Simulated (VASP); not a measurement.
Input of a VASP 6.6.1 run:

The input INCAR:

```
SYSTEM = TiO2
PREC = Accurate
ENCUT = 520
EDIFF = 1E-6
ISMEAR = -1
SIGMA = 0.05
LREAL = .False.
LASPH = .True.
NELM = 80
ALGO = Normal
ISIF = 2
LWAVE = .False.
LCHARG = .True.
GGA = B5
ALDAX = 1.0
AGGAX = 1.0
AGGAC = 1.0
ALDAC = 0.0
IVDW = 12
VDW_S6 = 1.0
VDW_S8 = 2.6996
VDW_A1 = 0.4298
VDW_A2 = 4.2359
LELF = .True.
LVHAR = .True.
NBANDS = 33
```

File KPOINTS:

```
regular mesh
0
Gamma
  6 6 9
  0 0 0
```

The input POSCAR:

```
TiO2
1.0
    4.6603684408      0.0000000000      0.0000000000
    0.0000000000      4.6603684408      0.0000000000
    0.0000000000      0.0000000000      2.9981550462
Ti O
2 4
Direct
    0.0000000000      0.0000000000      0.5000000000
    0.5000000000      0.5000000000      0.0000000000
    0.3043213200      0.3043213200      0.5000000000
    0.1956786800      0.8043213200      0.0000000000
    0.8043213200      0.1956786800      0.0000000000
    0.6956786800      0.6956786800      0.5000000000
```

Potentials or basis: VASP PAW PBE potentials, release 64 (Ti_sv, O).

Launch:

```console
$ cat potpaw_PBE.64/Ti_sv/POTCAR potpaw_PBE.64/O/POTCAR > POTCAR
$ mpirun -np 1 vasp_std > vasp.out
```

Problem. What does it give for the band gap on the k mesh?

Solution. 1.74 eV, direct.

Problem. What does it give for the pressure?

Solution. -6.6 GPa.

Problem. What does it give for the dispersion energy per atom?

Solution. -0.520 eV.

Stress tensor (GPa, compression positive):
```
-6.10  0.00  0.00
 0.00 -6.10  0.00
 0.00  0.00 -7.46
```

Caveat: the PAW data sets were made with another functional, which shifts forces and pressure a little. Expect the measured gap to be larger: semilocal functionals such as BLYP lack the derivative discontinuity.
